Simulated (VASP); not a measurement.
Write the native input for VASP 6.6.1 that does the following.

- Task: single point
- Functional: r2SCAN
- Potentials or basis: VASP PAW PBE potentials, release 64 (Ga_d, P, In_d)
- Cutoff: 520 eV
- k mesh: 4 × 4 × 4
- Occupations: gaussian, width 0.01 eV
- Spin: no spin polarisation
- Dipole correction: no
- Further INCAR settings: ALGO = Normal; EDIFF = 1e-06; NBANDS = 46

The system is In3GaP4.

```
CELL_PARAMETERS angstrom
5.84974 0.00000 0.00000
0.00000 5.84974 0.00000
0.00000 0.00000 5.84974
ATOMIC_POSITIONS crystal
Ga 0.00000 0.00000 0.00000
P 0.23886 0.23886 0.23886
P 0.76114 0.76114 0.23886
P 0.76114 0.23886 0.76114
P 0.23886 0.76114 0.76114
In 0.50000 0.50000 0.00000
In 0.50000 0.00000 0.50000
In 0.00000 0.50000 0.50000
```

The input as run:

POSCAR

```
In3GaP4
1.0
    5.8497392352      0.0000000000      0.0000000000
    0.0000000000      5.8497392352      0.0000000000
    0.0000000000      0.0000000000      5.8497392352
Ga P In
1 4 3
Direct
    0.0000000000      0.0000000000      0.0000000000
    0.2388565405      0.2388565405      0.2388565405
    0.7611434595      0.7611434595      0.2388565405
    0.7611434595      0.2388565405      0.7611434595
    0.2388565405      0.7611434595      0.7611434595
    0.5000000000      0.5000000000      0.0000000000
    0.5000000000      0.0000000000      0.5000000000
    0.0000000000      0.5000000000      0.5000000000
```

INCAR.step1

```
PREC = Accurate ; ENCUT = 520
ISMEAR = 0 ; SIGMA = 0.01
LREAL = F ; LASPH = T
NELM = 60 ; NBANDS = 46
GGA = PE ; ALGO = Normal
EDIFF = 1E-4 ; LWAVE = T
LCHARG = F
```

INCAR.step2

```
PREC = Accurate ; ENCUT = 520
EDIFF = 1E-6 ; ISMEAR = 0
SIGMA = 0.01 ; LREAL = F
LASPH = T ; NELM = 60
ALGO = Normal ; ISIF = 2
LWAVE = F ; LCHARG = T
METAGGA = R2SCAN ; LMIXTAU = T
LELF = T ; LVHAR = T
NBANDS = 46 ; ISTART = 1
```

KPOINTS

```
regular mesh
0
Gamma
  4 4 4
```

Potentials or basis: VASP PAW PBE potentials, release 64 (Ga_d, P, In_d).

Command:

```console
$ cat potpaw_PBE.64/Ga_d/POTCAR potpaw_PBE.64/P/POTCAR potpaw_PBE.64/In_d/POTCAR > POTCAR
$ cp INCAR.step1 INCAR
$ mpirun -np 1 vasp_std > vasp.out
$ cp INCAR.step2 INCAR
$ mpirun -np 1 vasp_std > vasp.out
```

Results of the run:

| Property | Result |
| --- | --- |
| Pressure | -2.1 GPa |
| Largest force | 0.028 eV/Å |
| Band gap on the k mesh | 1.03 eV |

Caveat: the PAW data sets were made with another functional, which shifts forces and pressure a little; spin-orbit coupling is left out, which moves the levels of the heavy elements.

Run time: 3.1 min on 1 thread of Intel(R) Xeon(R) 6975P-C (Granite Rapids) (shared host), peak memory 0.4 GiB.
